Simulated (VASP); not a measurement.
Input of a VASP 6.6.1 run:

INCAR

```
PREC     = Accurate       # precision mode
ENCUT    = 520            # plane-wave cutoff, eV
EDIFF    = 1E-6           # SCF threshold, eV
ISMEAR   = 0              # smearing method
SIGMA    = 0.05           # smearing width, eV
LREAL    = F              # projectors in reciprocal space
LASPH    = T              # aspherical terms in the spheres
NELM     = 80             # most SCF steps
ALGO     = Normal         # electronic algorithm
ISIF     = 2              # what is computed and relaxed
LWAVE    = F              # write WAVECAR
LCHARG   = T              # write CHGCAR
GGA      = PE             # functional
LELF     = T              # ELF
LVHAR    = T            
NBANDS   = 11             # bands
```

File KPOINTS:

```
Automatic mesh
0
Gamma
  12 12 12
```

The input POSCAR:

```
C
1.0
    0.0000000000      1.8441191407      1.6346272063
    1.8441191407      0.0000000000      1.6346272063
    1.8441191407      1.8441191407      0.0000000000
C
2
Direct
    0.5000000000      0.5000000000      0.5000000000
    0.7500000000      0.7500000000      0.7500000000
```

Potentials or basis: VASP PAW PBE potentials, release 64 (C).

Run with:

```bash
$ cat potpaw_PBE.64/C/POTCAR > POTCAR
$ mpirun -np 1 vasp_std > vasp.out
```

(1) What does it give for the band gap on the k mesh?

(2) Predict the pressure.

Answers

(1) 1.25 eV, indirect (least direct gap 3.71 eV).

(2) 11.8 GPa.
